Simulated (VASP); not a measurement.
# HfB2 (P6/mmm) in VASP: a series of runs

The runs below take HfB2 through electric field gradients, with PBEsol.

Program: VASP 6.6.1. These are calculated values, not measurements. Logs are shortened: lines on timing, memory, paths and dates and some standing lists are left out, and cuts for length are marked.

## Step 1: The cell of the first run

Symmetry: P6/mmm, No. 191, hexagonal system. The conventional cell has a = 3.202 Å, b = 3.202 Å, c = 3.548 Å, α = 90.00°, β = 90.00°, γ = 120.00°. Hf (site symmetry 6/mmm) has 12 B at 2.56 Å and 6 Hf at 3.20 Å within 3.4 Å. B (site symmetry -6m2) has 3 B at 1.85 Å and 6 Hf at 2.56 Å within 2.6 Å.

## Step 2: Electric field gradients, PBEsol (10.50 Å³/atom)

INCAR reads:

```
SYSTEM = HfB2
  PREC = Accurate
  ENCUT = 520
  EDIFF = 1E-8
  ISMEAR = -1
  SIGMA = 0.05
  LREAL = .FALSE.
  LASPH = .TRUE.
  NELM = 60
  ALGO = Normal
  ISIF = 2
  LWAVE = .FALSE.
  LCHARG = .FALSE.
  GGA = PS
  LEFG = .TRUE.
  NBANDS = 15
```

KPOINTS reads:

```
regular mesh
0
G
  13 13 11
  0 0 0
```

POSCAR reads:

```
HfB2
1.0
    3.2015843649      0.0000000000      0.0000000000
   -1.6007921825      2.7726533923      0.0000000000
    0.0000000000      0.0000000000      3.5482526220
Hf B
1 2
Direct
    0.0000000000      0.0000000000      0.0000000000
    0.3333333333      0.6666666667      0.5000000000
    0.6666666667      0.3333333333      0.5000000000
```

Potentials or basis: VASP PAW PBE potentials, release 64 (Hf_pv, B).

The run is started by

```bash
$ cat potpaw_PBE.64/Hf_pv/POTCAR potpaw_PBE.64/B/POTCAR > POTCAR
$ mpirun -np 1 vasp_std > vasp.out
```

OUTCAR:

```text
SYSTEM = HfB2
   PREC = Accurate
   ENCUT = 520
   EDIFF = 1E-8
   ISMEAR = -1
   LREAL = .FALSE.
   LASPH = .TRUE.
   NELM = 60
   ISIF = 2
   GGA = PS

 ion  position               nearest neighbor table
   1  0.000  0.000  0.000-   2 2.56   3 2.56   2 2.56   3 2.56   2 2.56   2 2.56   3 2.56   3 2.56
                             3 2.56   3 2.56   2 2.56   2 2.56
   2  0.333  0.667  0.500-   3 1.85   3 1.85   3 1.85   1 2.56   1 2.56   1 2.56   1 2.56   1 2.56
                             1 2.56
   3  0.667  0.333  0.500-   2 1.85   2 1.85   2 1.85   1 2.56   1 2.56   1 2.56   1 2.56   1 2.56
                             1 2.56

  LATTYP: Found a hexagonal cell.
 ALAT       =     3.2015843649
 C/A-ratio  =     1.1082802193

  Lattice vectors:

 A1 = (   3.2015843649,   0.0000000000,   0.0000000000)
 A2 = (  -1.6007921825,   2.7726533923,   0.0000000000)
 A3 = (   0.0000000000,   0.0000000000,   3.5482526220)

Analysis of symmetry for initial positions (statically):
=====================================================================
 Subroutine PRICEL returns:
 Original cell was already a primitive cell.

 Routine SETGRP: Setting up the symmetry group for a
 hexagonal supercell.

 Subroutine GETGRP returns: Found 24 space group operations
 (whereof 24 operations were pure point group operations)
 out of a pool of 24 trial point group operations.

The static configuration has the point symmetry D_6h.

Analysis of symmetry for dynamics (positions and initial velocities):
=====================================================================
 Subroutine PRICEL returns:
 Original cell was already a primitive cell.

 Routine SETGRP: Setting up the symmetry group for a
 hexagonal supercell.

 Subroutine GETGRP returns: Found 24 space group operations
 (whereof 24 operations were pure point group operations)
 out of a pool of 24 trial point group operations.

The dynamic configuration has the point symmetry D_6h.

 Subroutine INISYM returns: Found 24 space group operations
 (whereof 24 operations are pure point group operations),
 and found     1 'primitive' translations

----------------------------------------------------------------------------------------

                                     Primitive cell

  volume of cell :      31.4974

  direct lattice vectors                    reciprocal lattice vectors
     3.201584365  0.000000000  0.000000000     0.312345353  0.180332674  0.000000000
    -1.600792182  2.772653392  0.000000000     0.000000000  0.360665348  0.000000000
     0.000000000  0.000000000  3.548252622     0.000000000  0.000000000  0.281828862

  length of vectors
     3.201584365  3.201584365  3.548252622     0.360665348  0.360665348  0.281828862

  position of ions in fractional coordinates (direct lattice)
     0.000000000  0.000000000  0.000000000
     0.333333333  0.666666667  0.500000000
     0.666666667  0.333333333  0.500000000

  ion indices of the primitive-cell ions
   primitive index   ion index
                 1           1
                 2           2
                 3           3

----------------------------------------------------------------------------------------

 KPOINTS: regular mesh

Automatic generation of k-mesh.
 Grid dimensions read from file:
 generate k-points for:   13   13   11

 Generating k-lattice:

  Cartesian coordinates                     Fractional coordinates (reciprocal lattice)
     0.024026566  0.013871744  0.000000000     0.076923077 -0.000000000  0.000000000
     0.000000000  0.027743488  0.000000000     0.000000000  0.076923077  0.000000000
     0.000000000  0.000000000  0.025620806     0.000000000  0.000000000  0.090909091

  Length of vectors
     0.027743488  0.027743488  0.025620806

  Shift w.r.t. Gamma in fractional coordinates (k-lattice)
     0.000000000  0.000000000  0.000000000

 Subroutine IBZKPT returns following result:
 ===========================================

 Found    126 irreducible k-points:

[... 38 lines left out ...]
   ICHARG =      2    charge: 1-file 2-atom 10-const
   ISPIN  =      1    spin polarized calculation?
   LNONCOLLINEAR =      F non collinear calculations
   LSORBIT =      F    spin-orbit coupling
   LASPH  =      T    aspherical Exc in radial PAW
   ENCUT  =  520.0 eV  38.22 Ry    6.18 a.u.   5.95  5.95  6.60*2*pi/ulx,y,z
   NELM   =     60;   NELMIN=  2; NELMDL= -5     # of ELM steps
   EDIFF  = 0.1E-07   stopping-criterion for ELM
   LREAL  =      F    real-space projection
   EDIFFG = 0.1E-06   stopping-criterion for IOM
   NSW    =      0    number of steps for IOM
   IBRION =     -1    ionic relax: 0-MD 1-quasi-New 2-CG
   NFREE  =      0    steps in history (QN), initial steepest desc. (CG)
   ISIF   =      2    stress and relaxation
   ISYM   =      2    0-nonsym 1-usesym 2-fastsym
   POTIM  = 0.5000    time-step for ionic-motion
   TEBEG  =    0.0;   TEEND  =   0.0 temperature during run
   PSTRESS=    0.0 pullay stress
   NELECT =      16.0000    total number of electrons
   NUPDOWN=      -1.0000    fix difference up-down
   EMIN   =  10.00;   EMAX   =-10.00  energy-range for DOS
   EFERMI =   0.00;   METHOD = LEGACY
   ISMEAR =    -1;   SIGMA  =   0.05  broadening in eV -4-tet -1-fermi 0-gaus
   EFERMI_NEDOS =   21; number of points for ismear=-14 and -15
   IALGO  =     38    algorithm
   IMIX   =      4    mixing-type and parameters
     AMIX     =   0.40;   BMIX     =  1.00
     AMIX_MAG =   1.60;   BMIX_MAG =  1.00
  volume/ion in A,a.u.               =      10.50        70.85
  Fermi-wavevector in a.u.,A,eV,Ry     =   1.306240  2.468437 23.215134  1.706264
  Thomas-Fermi vector in A             =   2.437056
   LORBIT       =      0    0 simple, 1 ext, 2 COOP (PROOUT), +10 PAW based schemes
   GGA     = PS    functional components
   LHFCALC =     F    Hartree Fock is set to
   AEXX    =    0.0000 exact exchange contribution
   IVDW    =     0    specifies the selected vdW correction
   LEPSILON=     F    determine dielectric tensor
   LRPA    =     F    only Hartree local field effects (RPA)
 non-spin polarized calculation
  energy-cutoff  :      520.00
  volume of cell :       31.50
 maximum number of plane-waves:       864
 NGX is ok and might be reduce to    24
   NGX = 11   NGY = 11   NGZ = 13

 number of electron      16.0000002 magnetization

 Free energy of the ion-electron system (eV)
  ---------------------------------------------------
  ext. energy  EPLUGINS =         0.00000000
  ---------------------------------------------------
  free energy    TOTEN  =       -27.73535163 eV

  energy without entropy =      -27.73354890  energy(sigma->0) =      -27.73445027

 E-fermi :   7.1665     XC(G=0): -12.4113

 val. band max:        7.1078646080   @ k =   0.0769   0.0000   0.2727
 cond. band min:       7.2081641464   @ k =   0.3077   0.1538   0.0000
 fundamental gap:      0.1002995384
 Fermi energy:         7.1664656382

 k-point     1 :       0.0000    0.0000    0.0000
  band No.  band energies     occupation
      1     -23.6631      2.00000
      2     -23.2257      2.00000
      3     -23.2257      2.00000
      4      -6.2892      2.00000
      5       4.2015      2.00000
      6       4.3320      2.00000
      7       4.3320      2.00000
      8       4.3425      2.00000
      9      10.8066      0.00000
     10      10.8066      0.00000
     11      11.4559      0.00000
     12      11.4559      0.00000
     13      11.7305      0.00000
     14      11.8560      0.00000
[... 401 lines left out ...]
      2     -23.3651      2.00000
      3     -23.2562      2.00000
      4      -5.7048      2.00000
      5       3.0534      2.00000
      6       3.3311      2.00000
      7       4.2892      2.00000
      8       5.2592      2.00000
      9       9.2026      0.00000
     10       9.6202      0.00000
     11      11.3724      0.00000
     12      11.5071      0.00000
     13      12.3009      0.00000
     14      13.5192      0.00000
     15      14.0247      0.00000

 [... further k-points ...]
[... 5 lines left out ...]
  --------------------------------------------------------------------------------------
  -------------------------------------------------------------------------------------
  Total       -3.4500965     -3.4500965     -3.3401214      0.0000000     -0.0000000      0.0000000
  in kB     -175.4958134   -175.4958134   -169.9017175      0.0000000     -0.0000000      0.0000000
  external PRESSURE =    -173.6311148 kB  Pullay stress =       0.0000000 kB

 VOLUME and BASIS-vectors are now :
 -----------------------------------------------------------------------------
  energy-cutoff  :      520.00
  volume of cell :       31.50
      direct lattice vectors                 reciprocal lattice vectors
     3.201584365  0.000000000  0.000000000     0.312345353  0.180332674  0.000000000
    -1.600792182  2.772653392  0.000000000     0.000000000  0.360665348  0.000000000
     0.000000000  0.000000000  3.548252622     0.000000000  0.000000000  0.281828862

 POSITION                                       TOTAL-FORCE (eV/Angst)
 -----------------------------------------------------------------------------------
      0.00000      0.00000      0.00000         0.000000      0.000000      0.000000
     -0.00000      1.84844      1.77413        -0.000000      0.000000     -0.000000
      1.60079      0.92422      1.77413         0.000000      0.000000      0.000000
 -----------------------------------------------------------------------------------
    total drift:                               -0.000000      0.000000     -0.000000

  FREE ENERGIE OF THE ION-ELECTRON SYSTEM (eV)
  ---------------------------------------------------
  free  energy   TOTEN  =       -27.7353516287 eV

  energy  without entropy=      -27.7335489031  energy(sigma->0) =      -27.73445027

 Electric field gradients (V/A^2)
---------------------------------------------------------------------
 ion       V_xx      V_yy      V_zz      V_xy      V_xz      V_yz
---------------------------------------------------------------------
   1     -38.754   -38.754    77.508     0.000    -0.000     0.000
   2      -0.831    -0.831     1.662    -0.000     0.000    -0.000
   3      -0.831    -0.831     1.662    -0.000     0.000     0.000
---------------------------------------------------------------------

 Electric field gradients after diagonalization (V/A^2)
 (convention: |V_zz| > |V_xx| > |V_yy|)
----------------------------------------------------------------------
 ion       V_xx      V_yy      V_zz     asymmetry (V_yy - V_xx)/ V_zz
----------------------------------------------------------------------
   1     -38.754   -38.753    77.508       0.000
   2      -0.831    -0.831     1.662       0.000
   3      -0.831    -0.831     1.662       0.000
----------------------------------------------------------------------

           NMR quadrupolar parameters

 Cq : quadrupolar parameter    Cq=e*Q*V_zz/h
 eta: asymmetry parameters     (V_yy - V_xx)/ V_zz
 Q  : nuclear electric quadrupole moment in mb (millibarn)
----------------------------------------------------------------------
 ion       Cq(MHz)       eta       Q (mb)
----------------------------------------------------------------------
   1       0.187       0.000       1.000
   2       0.004       0.000       1.000
   3       0.004       0.000       1.000
----------------------------------------------------------------------
```

Run time: 56 s. Hardware: 1 thread of Intel Xeon 8259CL, shared host; peak memory 0.19 GiB.

Results:

| Quantity | Value |
| --- | --- |
| Free energy | -27.7354 eV |
| Pressure | -17.4 GPa |
| Band gap on the k mesh | zero (bands 8 and 9 overlap by 0.95 eV) |
| Largest electric field gradient by atom | Hf +77.5; B +1.7 V/Å² |

Levels at points of the mesh, in eV from the Fermi level:
```csv
k point,band 4,band 5,band 6,band 7,band 8,band 9,band 10,band 11,band 12,band 13
"(0.00, 0.00, 0.00)",-13.46,-2.96,-2.83,-2.83,-2.82,3.64,3.64,4.29,4.29,4.56
```

Electric field gradients, principal values (V/Å²):
```tsv
atom	least	middle	greatest (by size)
1 Hf	-38.753	-38.754	77.508
2 B	-0.831	-0.831	1.662
3 B	-0.831	-0.831	1.662
```

Caveat: the cell stands under tension; without QUAD_EFG the Cq values of the log hold for a quadrupole moment of 1 mb, not for the nuclei; the PAW data sets were made with another functional, which shifts forces and pressure a little; spin-orbit coupling is left out, which moves the levels of the heavy elements.

[end of part 1 of 2]
